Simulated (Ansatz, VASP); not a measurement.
# NaCl: VASP beside Ansatz

POSCAR

```
NaCl
1.0
    0.0000000000      3.0582900000      3.0582900000
    3.0582900000      0.0000000000      3.0582900000
    3.0582900000      3.0582900000      0.0000000000
Na Cl
1 1
Direct
    0.0000000000      0.0000000000      0.0000000000
    0.5000000000      0.5000000000      0.5000000000
```

File INCAR.step1:

```
SYSTEM = NaCl
  PREC = Accurate
  ENCUT = 520
  ISMEAR = 0
  SIGMA = 0.05
  LREAL = .False.
  LASPH = .True.
  NELM = 60
  NBANDS = 14
  GGA = PE
  ALGO = Normal
  EDIFF = 1E-4
  LWAVE = .True.
  LCHARG = .False.
```

Contents of INCAR.step2:

```
SYSTEM = NaCl
  PREC = Accurate
  ENCUT = 520
  EDIFF = 1E-6
  ISMEAR = 0
  SIGMA = 0.05
  LREAL = .False.
  LASPH = .True.
  NELM = 60
  ALGO = Normal
  ISIF = 2
  LWAVE = .False.
  LCHARG = .True.
  METAGGA = R2SCAN
  LMIXTAU = .True.
  LELF = .True.
  LVHAR = .True.
  NBANDS = 14
  ISTART = 1
```

The input KPOINTS:

```
regular mesh
0
Gamma
  8 8 8
  0 0 0
```

Input for Ansatz:

```yaml
crystal:
  lattice:
    - [0.0, 3.05829, 3.05829]
    - [3.05829, 0.0, 3.05829]
    - [3.05829, 3.05829, 0.0]
  atoms:
    - { symbol: Na, position: [0.0, 0.0, 0.0] }
    - { symbol: Cl, position: [0.5, 0.5, 0.5] }
basis:
  ecutwfc: 500
kpoints:
  mp_grid: { grid: [8, 8, 8] }
hamiltonian:
  xc: r2scan
scf:
  occupations: { method: gaussian, width: 0.05 }
output:
  forces: true
  stress: true
  eigenvalues: true
```

Change from the starting cell: strain +0.080 along x and y, +0.080 along z, atoms carried along.

Alike in both runs: task single point; functional r2SCAN; k mesh 8 × 8 × 8; occupations gaussian, width 0.05 eV; no spin polarisation.

|  | VASP | Ansatz |
| --- | --- | --- |
| version | VASP 6.6.1 | Ansatz 0.2.0 |
| potentials or method | VASP PAW PBE potentials, release 64 (Na_pv, Cl), cutoff 520 eV | scalar-relativistic, plane waves, PAW |
| valence electrons in the cell | 14 | 16 |

Ansatz gave:

* gap on the k mesh at the Fermi level (eV): 5.05
* least direct gap on the mesh (eV): 5.05
* pressure (GPa): -3.9

Task: What did VASP give for the same quantities?

Result: gap on the k mesh at the Fermi level (eV): 5.07; least direct gap on the mesh (eV): 5.07; pressure (GPa): -4.0.

VASP's potentials were made for PBE, not for r2SCAN. VASP's potentials hold 14 valence electrons a cell and Ansatz's 16, so a difference there can come from the potentials and not from the codes.
